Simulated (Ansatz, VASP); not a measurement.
SiGe: VASP beside Ansatz

```xyz
4
Lattice="4.0215 0.0000 0.0000 -2.0108 3.4827 0.0000 0.0000 0.0000 6.2601" Properties=species:S:1:pos:R:3 pbc="T T T"
Si    2.0108    1.1609    5.4742
Si    0.0000    2.3218    2.3442
Ge    2.0108    1.1609    3.1334
Ge    0.0000    2.3218    0.0033
```

Change from the starting cell: strain +0.030 along x and y, -0.030 along z, atoms carried along.

Alike in both runs: task single point; functional r2SCAN; k mesh 12 × 12 × 4; occupations gaussian, width 0.05 eV; no spin polarisation.

|  | VASP | Ansatz |
| --- | --- | --- |
| version | VASP 6.6.1 | Ansatz 0.2.0 |
| potentials or method | VASP PAW PBE potentials, release 64 (Si, Ge_d), cutoff 520 eV | scalar-relativistic, plane waves, PAW |
| valence electrons in the cell | 36 | 36 |

Ansatz gave:

- gap on the k mesh at the Fermi level (eV): 0.04
- least direct gap on the mesh (eV): 0.04
- pressure (GPa): -1.7
- traceless stress, the component that is largest in VASP (GPa): 8.65
- rms of the force components (eV/Å): 0.370

Q: What did VASP give for the same quantities?

A: gap on the k mesh at the Fermi level (eV): 0.03; least direct gap on the mesh (eV): 0.03; pressure (GPa): -1.8; traceless stress, the component that is largest in VASP (GPa): 8.64; rms of the force components (eV/Å): 0.370.

VASP's potentials were made for PBE, not for r2SCAN. Atom by atom the forces differ by 0.000 eV/Å (rms over components).
